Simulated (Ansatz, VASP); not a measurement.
## CuW2 in VASP and in Ansatz

```xyz
6
Lattice="4.6172 0.0000 0.0000 0.0000 7.9871 0.0000 0.0000 0.0000 2.6764" Properties=species:S:1:pos:R:3 pbc="T T T"
Cu    2.3086    0.0000    1.3382
Cu    0.0000    3.9936    1.3382
W     0.0000    1.3285    1.3382
W     2.3086    2.6651    1.3382
W     2.3086    5.3221    1.3382
W     4.6172    6.6586    1.3382
```

Alike in both runs: functional PBE; k mesh 4 × 4 × 4; occupations gaussian, width 0.1 eV; no spin polarisation.

Ansatz relaxed the structure, and its values are those at the end. VASP's run is a single point on that final structure, the one shown.

|  | VASP | Ansatz |
| --- | --- | --- |
| version | VASP 6.6.1 | Ansatz 0.2.0 |
| potentials or method | VASP PAW PBE potentials, release 64 (Cu_sv_GW, W_sv), cutoff 700 eV | scalar-relativistic, plane waves, PAW |
| valence electrons in the cell | 94 | 94 |

|  | VASP | Ansatz | Ansatz less VASP |
| --- | --- | --- | --- |
| gap on the k mesh at the Fermi level (eV) | none | none | - |
| pressure (GPa) | -0.8 | 0.0 | +0.84 |
| rms of the force components (eV/Å) | 0.003 | 0.004 | +0.0007 |

A gap of «none» marks a metal or a gap that the smearing closes.

The k mesh is coarse, so the values compare programs but aren't converged. Spin-orbit coupling is off throughout.
